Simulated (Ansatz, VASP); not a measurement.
**MgSi in VASP and in Ansatz**

The input POSCAR:

```
MgSi
1.0
    2.8174465016      0.0000000000      0.0000000000
    0.0000000000      2.8174465016      0.0000000000
    0.0000000000      0.0000000000      4.3726209896
Mg Si
1 1
Direct
    0.0000000000      0.0000000000      0.0000000000
    0.5000000000      0.5000000000      0.5000000000
```

INCAR.step1

```
SYSTEM = MgSi
  PREC = Accurate
  ENCUT = 520
  ISMEAR = 0
  SIGMA = 0.15
  LREAL = .FALSE.
  LASPH = .TRUE.
  NELM = 60
  NBANDS = 10
  GGA = PE
  ALGO = Normal
  EDIFF = 1E-4
  LWAVE = .TRUE.
  LCHARG = .FALSE.
```

INCAR.step2

```
SYSTEM = MgSi
  PREC = Accurate
  ENCUT = 520
  EDIFF = 1E-6
  ISMEAR = 0
  SIGMA = 0.15
  LREAL = .FALSE.
  LASPH = .TRUE.
  NELM = 60
  ALGO = Normal
  ISIF = 2
  LWAVE = .FALSE.
  LCHARG = .TRUE.
  METAGGA = R2SCAN
  LMIXTAU = .TRUE.
  LELF = .TRUE.
  LVHAR = .TRUE.
  NBANDS = 10
  ISTART = 1
```

File KPOINTS:

```
regular mesh
0
G
  18 18 14
  0 0 0
```

Input for Ansatz:

```yaml
crystal:
  lattice:
    - [2.8174465016, 0.0, 0.0]
    - [0.0, 2.8174465016, 0.0]
    - [0.0, 0.0, 4.3726209896]
  atoms:
    - { symbol: Mg, position: [0.0, 0.0, 0.0] }
    - { symbol: Si, position: [0.5, 0.5, 0.5] }
basis:
  ecutwfc: 500
kpoints:
  mp_grid: { grid: [18, 18, 14] }
hamiltonian:
  xc: r2scan
scf:
  occupations: { method: gaussian, width: 0.15 }
output:
  forces: true
  stress: true
  eigenvalues: true
```

Alike in both runs: task single point; functional r2SCAN; k mesh 18 × 18 × 14; occupations gaussian, width 0.15 eV; no spin polarisation.

```csv
,VASP,Ansatz
version,VASP 6.6.1,Ansatz 0.2.0
potentials or method,"VASP PAW PBE potentials, release 64 (Mg, Si), cutoff 520 eV","scalar-relativistic, plane waves, PAW"
valence electrons in the cell,6,14
```

|  | VASP | Ansatz | Ansatz less VASP |
| --- | --- | --- | --- |
| gap on the k mesh at the Fermi level (eV) | none | none | - |
| pressure (GPa) | -2.0 | -1.8 | +0.27 |
| traceless stress, the component that is largest in VASP (GPa) | -5.78 | -5.76 | +0.020 |

VASP's potentials were made for PBE, not for r2SCAN. A gap of «none» marks a metal or a gap that the smearing closes. VASP's potentials hold 6 valence electrons a cell and Ansatz's 14, so a difference there can come from the potentials and not from the codes.
